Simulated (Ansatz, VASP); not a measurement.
Ti3H: VASP beside Ansatz

INCAR

```
PREC = Accurate ; ENCUT = 520
EDIFF = 1E-7 ; ISMEAR = 0
SIGMA = 0.1 ; LREAL = False
LASPH = True ; NELM = 60
ALGO = Normal ; ISIF = 2
LWAVE = False ; LCHARG = False
LDIPOL = True ; IDIPOL = 3
DIPOL = 0.5 0.5 0.343 ; GGA = PE
NBANDS = 26
```

The input KPOINTS:

```
Automatic mesh
0
Gamma
  10 10 1
```

POSCAR

```
Ti3H
1.0
    2.8193504947      0.0000000000      0.0000000000
   -0.9397834982      2.6581091378      0.0000000000
    0.0000000000      0.0000000000     21.3259744853
Ti H
3 1
Direct
    0.5000000000      0.5000000000      0.1875646997
    0.0000000000      0.0000000000      0.2892724347
    0.5000000000      0.5000000000      0.3904147260
    0.8333333333      0.8333333333      0.5062359281
```

Input for Ansatz:

```yaml
crystal:
  lattice:
    - [2.8193504947, 0.0, 0.0]
    - [-0.9397834982, 2.6581091378, 0.0]
    - [0.0, 0.0, 21.3259744853]
  atoms:
    - { symbol: Ti, position: [0.5, 0.5, 0.1875646997] }
    - { symbol: Ti, position: [0.0, 0.0, 0.2892724347] }
    - { symbol: Ti, position: [0.5, 0.5, 0.390414726] }
    - { symbol: H, position: [0.8333333333, 0.8333333333, 0.5062359281] }
basis:
  ecutwfc: 420
kpoints:
  mp_grid: { grid: [10, 10, 1] }
hamiltonian:
  xc: pbe
scf:
  occupations: { method: gaussian, width: 0.1 }
output:
  forces: true
  eigenvalues: true
efield:
  axis: 3
  dipole_correction: true
  ramp_width: 0.04
```

Alike in both runs: task single point; functional PBE; k mesh 10 × 10 × 1; occupations gaussian, width 0.1 eV; no spin polarisation.

```csv
,VASP,Ansatz
version,VASP 6.6.1,Ansatz 0.2.0
potentials or method,"VASP PAW PBE potentials, release 64 (Ti_sv, H), cutoff 520 eV","scalar-relativistic, plane waves, PAW"
valence electrons in the cell,37,37
```

Ansatz gave:

* gap on the k mesh at the Fermi level (eV): none
* rms of the force components (eV/Å): 0.711

Estimate VASP's values.

gap on the k mesh at the Fermi level (eV): none; rms of the force components (eV/Å): 0.708.

Atom by atom the forces differ by 0.005 eV/Å (rms over components). A gap of «none» marks a metal or a gap that the smearing closes.
